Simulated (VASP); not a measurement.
# SnO (P4/nmm) in VASP: a series of runs

SnO is run at these levels: LDA; tasks: single point.

Program: VASP 6.6.1. These are calculated values, not measurements. Logs are shortened: lines on timing, memory, paths and dates and some standing lists are left out, and cuts for length are marked.

### Step 1. The cell of the first run

Symmetry: P4/nmm, No. 129, tetragonal system. Conventional cell: a = 3.943 Å, b = 3.943 Å, c = 5.214 Å, α = 90.00°, β = 90.00°, γ = 90.00°. Sn (site symmetry 4mm) has 4 O at 2.35 Å within 3.1 Å. Within 3.1 Å of O (site symmetry -4m2) lie 4 Sn at 2.35 Å and 4 O at 2.79 Å.

### Step 2. Single point, LDA

Input file INCAR:

```
PREC = Accurate
ENCUT = 520
EDIFF = 1E-6
ISMEAR = 0
SIGMA = 0.15
LREAL = False
LASPH = True
NELM = 80
ALGO = Normal
ISIF = 2
LWAVE = False
LCHARG = False
NBANDS = 28
```

Input file KPOINTS:

```
Automatic mesh
0
Gamma
  10 10 8
```

Input file POSCAR:

```
SnO
1.0
    3.9427000000      0.0000000000      0.0000000000
    0.0000000000      3.9427000000      0.0000000000
    0.0000000000      0.0000000000      5.2140000000
Sn O
2 2
Direct
    0.0000000000      0.5000000000      0.2457459271
    0.5000000000      0.0000000000      0.7542540729
    0.0000000000      0.0000000000      0.0000000000
    0.5000000000      0.5000000000      0.0000000000
```

Potentials or basis: VASP PAW LDA potentials, release 64 (Sn_d, O).

On the command line:

```bash
cat potpaw_LDA.64/Sn_d/POTCAR potpaw_LDA.64/O/POTCAR > POTCAR
mpirun -np 1 vasp_std > vasp.out
```

OUTCAR:

```text
PREC = Accurate
   ENCUT = 520
   EDIFF = 1E-6
   ISMEAR = 0
   LREAL = False
   LASPH = True
   NELM = 80
   ISIF = 2

 ion  position               nearest neighbor table
   1  0.000  0.500  0.246-   3 2.35   4 2.35   3 2.35   4 2.35
   2  0.500  0.000  0.754-   3 2.35   4 2.35   4 2.35   3 2.35
   3  0.000  0.000  0.000-   1 2.35   2 2.35   1 2.35   2 2.35
   4  0.500  0.500  0.000-   1 2.35   2 2.35   2 2.35   1 2.35

  LATTYP: Found a simple tetragonal cell.
 ALAT       =     3.9427000000
 C/A-ratio  =     1.3224440104

  Lattice vectors:

 A1 = (   3.9427000000,   0.0000000000,   0.0000000000)
 A2 = (   0.0000000000,   3.9427000000,   0.0000000000)
 A3 = (   0.0000000000,   0.0000000000,   5.2140000000)

Analysis of symmetry for initial positions (statically):
=====================================================================
 Subroutine PRICEL returns:
 Original cell was already a primitive cell.

 Routine SETGRP: Setting up the symmetry group for a
 simple tetragonal supercell.

 Subroutine GETGRP returns: Found 16 space group operations
 (whereof  8 operations were pure point group operations)
 out of a pool of 16 trial point group operations.

The static configuration has the point symmetry D_2d.
 The point group associated with its full space group is D_4h.

Analysis of symmetry for dynamics (positions and initial velocities):
=====================================================================
 Subroutine PRICEL returns:
 Original cell was already a primitive cell.

 Routine SETGRP: Setting up the symmetry group for a
 simple tetragonal supercell.

 Subroutine GETGRP returns: Found 16 space group operations
 (whereof  8 operations were pure point group operations)
 out of a pool of 16 trial point group operations.

The dynamic configuration has the point symmetry D_2d.
 The point group associated with its full space group is D_4h.

 Subroutine INISYM returns: Found 16 space group operations
 (whereof  8 operations are pure point group operations),
 and found     1 'primitive' translations

----------------------------------------------------------------------------------------

                                     Primitive cell

  volume of cell :      81.0510

  direct lattice vectors                    reciprocal lattice vectors
     3.942700000  0.000000000  0.000000000     0.253633297  0.000000000  0.000000000
[... 89 lines left out ...]
   NELM   =     80;   NELMIN=  2; NELMDL= -5     # of ELM steps
   EDIFF  = 0.1E-05   stopping-criterion for ELM
   LREAL  =      F    real-space projection
   EDIFFG = 0.1E-04   stopping-criterion for IOM
   NSW    =      0    number of steps for IOM
   IBRION =     -1    ionic relax: 0-MD 1-quasi-New 2-CG
   NFREE  =      0    steps in history (QN), initial steepest desc. (CG)
   ISIF   =      2    stress and relaxation
   ISYM   =      2    0-nonsym 1-usesym 2-fastsym
   POTIM  = 0.5000    time-step for ionic-motion
   TEBEG  =    0.0;   TEEND  =   0.0 temperature during run
   PSTRESS=    0.0 pullay stress
   NELECT =      40.0000    total number of electrons
   NUPDOWN=      -1.0000    fix difference up-down
   EMIN   =  10.00;   EMAX   =-10.00  energy-range for DOS
   EFERMI =   0.00;   METHOD = LEGACY
   ISMEAR =     0;   SIGMA  =   0.15  broadening in eV -4-tet -1-fermi 0-gaus
   EFERMI_NEDOS =   21; number of points for ismear=-14 and -15
   IALGO  =     38    algorithm
   IMIX   =      4    mixing-type and parameters
     AMIX     =   0.40;   BMIX     =  1.00
     AMIX_MAG =   1.60;   BMIX_MAG =  1.00
  volume/ion in A,a.u.               =      20.26       136.74
  Fermi-wavevector in a.u.,A,eV,Ry     =   1.293725  2.444786 22.772405  1.673725
  Thomas-Fermi vector in A             =   2.425353
   LORBIT       =      0    0 simple, 1 ext, 2 COOP (PROOUT), +10 PAW based schemes
   GGA     = CA    functional components
   LHFCALC =     F    Hartree Fock is set to
   AEXX    =    0.0000 exact exchange contribution
   IVDW    =     0    specifies the selected vdW correction
   LEPSILON=     F    determine dielectric tensor
   LRPA    =     F    only Hartree local field effects (RPA)
 non-spin polarized calculation
 Gauss-broadening in eV      SIGMA  =   0.15
  energy-cutoff  :      520.00
  volume of cell :       81.05
 maximum number of plane-waves:      2228
 NGX is ok and might be reduce to    30
   NGX = 15   NGY = 15   NGZ = 19

 number of electron      39.9999998 magnetization

 Free energy of the ion-electron system (eV)
  ---------------------------------------------------
  ext. energy  EPLUGINS =         0.00000000
  ---------------------------------------------------
  free energy    TOTEN  =       -24.98879644 eV

  energy without entropy =      -24.98834826  energy(sigma->0) =      -24.98857235

 E-fermi :   5.0037     XC(G=0):  -9.9795

 val. band max:        4.8759347171   @ k =   0.0000   0.0000   0.0000
 cond. band min:       5.0777582880   @ k =   0.5000   0.5000   0.0000
 fundamental gap:      0.2018235709
 Fermi energy:         5.0036659498

 k-point     1 :       0.0000    0.0000    0.0000
  band No.  band energies     occupation
      1     -16.4090      2.00000
      2     -16.2441      2.00000
      3     -16.2194      2.00000
      4     -16.2179      2.00000
      5     -16.2179      2.00000
      6     -16.1915      2.00000
[... 733 lines left out ...]
     27      11.8324      0.00000
     28      14.0606      0.00000

 [... further k-points ...]

------------------------ aborting loop because EDIFF is reached ----------------------------------------

  FORCE on cell =-STRESS in cart. coord.  units (eV):
  Direction    XX          YY          ZZ          XY          YZ          ZX
  --------------------------------------------------------------------------------------
  -------------------------------------------------------------------------------------
  Total       -6.3873011     -6.3873011     -7.6747587      0.0000000      0.0000000      0.0000000
  in kB     -126.2610744   -126.2610744   -151.7109117      0.0000000      0.0000000      0.0000000
  external PRESSURE =    -134.7443535 kB  Pullay stress =       0.0000000 kB

 VOLUME and BASIS-vectors are now :
 -----------------------------------------------------------------------------
  energy-cutoff  :      520.00
  volume of cell :       81.05
      direct lattice vectors                 reciprocal lattice vectors
     3.942700000  0.000000000  0.000000000     0.253633297  0.000000000  0.000000000
     0.000000000  3.942700000  0.000000000     0.000000000  0.253633297  0.000000000
     0.000000000  0.000000000  5.214000000     0.000000000  0.000000000  0.191791331

 POSITION                                       TOTAL-FORCE (eV/Angst)
 -----------------------------------------------------------------------------------
      0.00000      1.97135      1.28132         0.000000     -0.000000     -2.571563
      1.97135      0.00000      3.93268        -0.000000      0.000000      2.571563
      0.00000      0.00000      0.00000         0.000000      0.000000      0.000000
      1.97135      1.97135      0.00000        -0.000000     -0.000000      0.000000
 -----------------------------------------------------------------------------------
    total drift:                                0.000000      0.000000      0.000000

  FREE ENERGIE OF THE ION-ELECTRON SYSTEM (eV)
  ---------------------------------------------------
  free  energy   TOTEN  =       -24.9887964437 eV

  energy  without entropy=      -24.9883482573  energy(sigma->0) =      -24.98857235
```

Run time: 83 s. Hardware: 1 thread of Intel Xeon 6975P-C (Granite Rapids), shared host; peak memory 0.3 GiB.

What came out:

```
Free energy            : -24.9888 eV
Pressure               : -13.5 GPa
Largest force          : 2.572 eV/Å
Band gap on the k mesh : 0.20 eV (least direct gap 1.59 eV)
```

Forces in eV/Å, atoms in the order of the input:
```
Sn   0.000  0.000 -2.572
Sn   0.000  0.000  2.572
O    0.000  0.000  0.000
O    0.000  0.000  0.000
```

Stress tensor (GPa, compression positive):
```
-12.63   0.00   0.00
  0.00 -12.63   0.00
  0.00   0.00 -15.17
```

Caveat: the cell stands under tension; spin-orbit coupling is left out, which moves the levels of the heavy elements; forces of over 1 eV/Å act on the atoms, so gaps and moduli don't describe the material at rest.

### Step 3. Single point, LDA

This run uses another cell than the first one, of 17.37 Å³/atom.

Input file INCAR:

```
PREC     = Accurate       # precision mode
ENCUT    = 910            # plane-wave cutoff, eV
EDIFF    = 1E-6           # SCF threshold, eV
ISMEAR   = 0              # smearing method
SIGMA    = 0.15           # smearing width, eV
LREAL    = F              # projectors in reciprocal space
LASPH    = T              # aspherical terms in the spheres
NELM     = 120            # most SCF steps
ALGO     = Normal         # electronic algorithm
ISIF     = 2              # what is computed and relaxed
LWAVE    = F              # write WAVECAR
LCHARG   = T              # write CHGCAR
LELF     = T              # ELF
LVHAR    = T            
NBANDS   = 28             # bands
GGA_COMPAT= F
```

Input file KPOINTS:

```
regular mesh
0
Gamma
  10 10 8
```

POSCAR, as its differences from that of step 2:

```diff
@@ -4,3 +4,3 @@
     0.0000000000      3.9427000000      0.0000000000
-    0.0000000000      0.0000000000      5.2140000000
+    0.0000000000      0.0000000000      4.4691000000
 Sn O
```

Potentials or basis: VASP PAW LDA potentials, release 64 (Sn_d, O_h).

On the command line:

```bash
cat potpaw_LDA.64/Sn_d/POTCAR potpaw_LDA.64/O_h/POTCAR > POTCAR
mpirun -np 1 vasp_std > vasp.out
```

It took 6.6 min on 1 thread of Intel Xeon Platinum 8488C (Sapphire Rapids), shared host; peak memory 0.48 GiB.

It converged, with:

```yaml
Free_energy: -25.5989 eV
Pressure: -5.8 GPa
Largest_force: 0.234 eV/Å
Band_gap_on_the_k_mesh: 0.41 eV (least direct gap 1.64 eV)
```

Forces in eV/Å, atoms in the order of the input:
```
Sn   0.000  0.000 -0.234
Sn   0.000  0.000  0.234
O    0.000  0.000  0.000
O    0.000  0.000  0.000
```

Stress tensor (GPa, compression positive):
```
-8.15  0.00  0.00
 0.00 -8.15  0.00
 0.00  0.00 -1.06
```

Levels at points of the mesh, in eV from the valence-band top:
```csv
k point,band 18,band 19,band 20,band 21,band 22,band 23
"(0.00, 0.00, 0.00)",-2.83,-2.80,-0.13,2.34,4.76,4.76
"(0.50, 0.00, 0.00)",-4.15,-2.02,-2.02,3.76,3.76,5.93
"(0.50, 0.50, 0.00)",-2.14,-1.23,-1.23,0.41,0.41,5.30
"(0.00, 0.00, 0.50)",-2.84,-2.50,-1.09,1.40,2.92,2.92
"(0.50, 0.00, 0.50)",-4.31,-1.05,-1.05,3.17,3.17,5.29
"(0.50, 0.50, 0.50)",-2.42,-2.15,-2.15,3.03,3.03,4.89
```

Caveat: the cutoff is under 1.25 times the usual one of these potentials, so pressure, stress and relaxed cells hold a basis-set (Pulay) error; the cell stands under tension; spin-orbit coupling is left out, which moves the levels of the heavy elements. A k mesh can miss the band edges.
